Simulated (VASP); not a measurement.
Set up this calculation in VASP 6.6.1, as the native input.

```yaml
Task: density of states
Functional: PBE
Potentials_or_basis: VASP PAW PBE potentials, release 64 (Al, P)
Cutoff: 400 eV
k_mesh: 8 × 8 × 8
Occupations: gaussian, width 0.02 eV
Spin: no spin polarisation
Dipole_correction: no
k_mesh_for_the_DOS: 12 × 12 × 12
Occupations_for_the_DOS: tetrahedron
Further_INCAR_settings: ALGO = Normal; EDIFF = 1e-06
```

The system is AlP.

```
CELL_PARAMETERS angstrom
0.00000 2.75340 2.75340
2.75340 0.00000 2.75340
2.75340 2.75340 0.00000
ATOMIC_POSITIONS crystal
Al 0.00000 0.00000 0.00000
P 0.25000 0.25000 0.25000
```

These files were run (other wordings do the same):

POSCAR

```
AlP
1.0
    0.0000000000      2.7534005778      2.7534005778
    2.7534005778      0.0000000000      2.7534005778
    2.7534005778      2.7534005778      0.0000000000
Al P
1 1
Direct
    0.0000000000      0.0000000000      0.0000000000
    0.2500000000      0.2500000000      0.2500000000
```

INCAR.step1

```
SYSTEM = AlP
ALGO = Normal
EDIFF = 1E-6
ENCUT = 400
GGA = PE
GGA_COMPAT = .False.
ISIF = 2
ISMEAR = 0
LASPH = .True.
LCHARG = .True.
LORBIT = 11
LREAL = .False.
LWAVE = .False.
NBANDS = 11
NEDOS = 2001
NELM = 120
PREC = Accurate
SIGMA = 0.02
```

KPOINTS.step1

```
k-points
0
Gamma
  8 8 8
  0 0 0
```

INCAR.step2

```
SYSTEM = AlP
ALGO = Normal
EDIFF = 1E-6
ENCUT = 400
GGA = PE
GGA_COMPAT = .False.
ICHARG = 11
ISIF = 2
ISMEAR = -5
LASPH = .True.
LCHARG = .False.
LORBIT = 11
LREAL = .False.
LWAVE = .False.
NEDOS = 1001
NELM = 120
PREC = Accurate
SIGMA = 0.02
```

KPOINTS.step2

```
k-points
0
Gamma
  12 12 12
  0 0 0
```

Potentials or basis: VASP PAW PBE potentials, release 64 (Al, P).

Launch:

```bash
$ cat potpaw_PBE.64/Al/POTCAR potpaw_PBE.64/P/POTCAR > POTCAR
$ cp INCAR.step1 INCAR
$ cp KPOINTS.step1 KPOINTS
$ mpirun -np 1 vasp_std > vasp.out
$ cp INCAR.step2 INCAR
$ cp KPOINTS.step2 KPOINTS
$ mpirun -np 1 vasp_std > vasp.out
```

Results of the run:

- Valence electrons inside the program's atomic spheres: Al 0.77; P 2.59

It took 33 s on 1 thread of Intel Xeon 8259CL (shared host), peak memory 0.15 GiB.
